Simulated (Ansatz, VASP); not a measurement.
Mo in VASP and in Ansatz

Contents of INCAR:

```
SYSTEM = Mo
ALGO = Normal
EDIFF = 1E-7
EDIFFG = -0.003
ENCUT = 600
GGA = PS
IBRION = 2
ISIF = 3
ISMEAR = -1
LASPH = .True.
LCHARG = .False.
LREAL = .False.
LWAVE = .False.
NELM = 100
NSW = 100
PREC = Accurate
SIGMA = 0.05
```

The input KPOINTS:

```
k-points
0
Gamma
  23 23 23
  0 0 0
```

Contents of POSCAR:

```
Mo
1.0
   -1.5736500000      1.5736500000      1.5736500000
    1.5736500000     -1.5736500000      1.5736500000
    1.5736500000      1.5736500000     -1.5736500000
Mo
1
Direct
    0.0000000000      0.0000000000      0.0000000000
```

Input for Ansatz:

```yaml
crystal:
  lattice:
    - [-1.57365, 1.57365, 1.57365]
    - [1.57365, -1.57365, 1.57365]
    - [1.57365, 1.57365, -1.57365]
  atoms:
    - { symbol: Mo, position: [0.0, 0.0, 0.0] }
kpoints:
  mp_grid: { grid: [23, 23, 23] }
scf:
  occupations: { method: fermi_dirac, width: 0.05 }
hamiltonian:
  xc: pbesol
  pseudopotentials: { kind: paw }
output:
  forces: true
  stress: true
  write_density: true
  write_potential: true
  elf: true
  volumetric_format: npy
relax:
  f_tol: 0.003
  max_steps: 80
  cell: {}
```

Alike in both runs: task relaxation of cell and atoms; functional PBEsol; k mesh 23 × 23 × 23; occupations fermi-dirac, width 0.05 eV; no spin polarisation.

|  | VASP | Ansatz |
| --- | --- | --- |
| version | VASP 6.6.1 | Ansatz 0.2.0 |
| potentials or method | VASP PAW PBE potentials, release 64 (Mo_sv) | PAW with Ansatz's default frozen-core files, scalar-relativistic |
| plane-wave cutoff (eV) | 600 | 420 |
| valence electrons in the cell | 14 | 14 |

```csv
,VASP,Ansatz,Ansatz less VASP
relaxed volume (Å³/atom),15.35,15.33,-0.025
relaxed cell length with the largest relative difference (Å),2.712,2.711,-0.0015
```

VASP's potentials were made for PBE, not for PBEsol.
